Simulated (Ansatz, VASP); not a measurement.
# One calculation of ZnPb2N2, two programs

```
CELL_PARAMETERS angstrom
3.72398 0.00000 0.00000
-1.86199 3.22506 0.00000
0.00000 0.00000 9.01836
ATOMIC_POSITIONS crystal
Zn 0.00000 0.00000 0.50000
Pb 0.66667 0.33333 0.18693
Pb 0.33333 0.66667 0.81307
N 0.00000 0.00000 0.69832
N 0.00000 0.00000 0.30168
```

Alike in both runs: task single point; functional PBE; dispersion D3(BJ); k mesh 9 × 9 × 4; occupations gaussian, width 0.05 eV; no spin polarisation.

|  | VASP | Ansatz |
| --- | --- | --- |
| version | VASP 6.6.1 | Ansatz 0.2.0 |
| potentials or method | VASP PAW PBE potentials, release 64 (Zn, Pb_d, N), cutoff 520 eV | scalar-relativistic, plane waves, PAW |
| valence electrons in the cell | 50 | 50 |

```tsv
	VASP	Ansatz	Ansatz less VASP
gap on the k mesh at the Fermi level (eV)	0.61	0.62	+0.015
least direct gap on the mesh (eV)	1.36	1.37	+0.008
pressure (GPa)	-0.7	-1.0	-0.25
traceless stress, the component that is largest in VASP (GPa)	4.21	3.71	-0.500
rms of the force components (eV/Å)	0.316	0.271	-0.0450
```

Atom by atom the forces differ by 0.045 eV/Å (rms over components).

Spin-orbit coupling is off throughout.
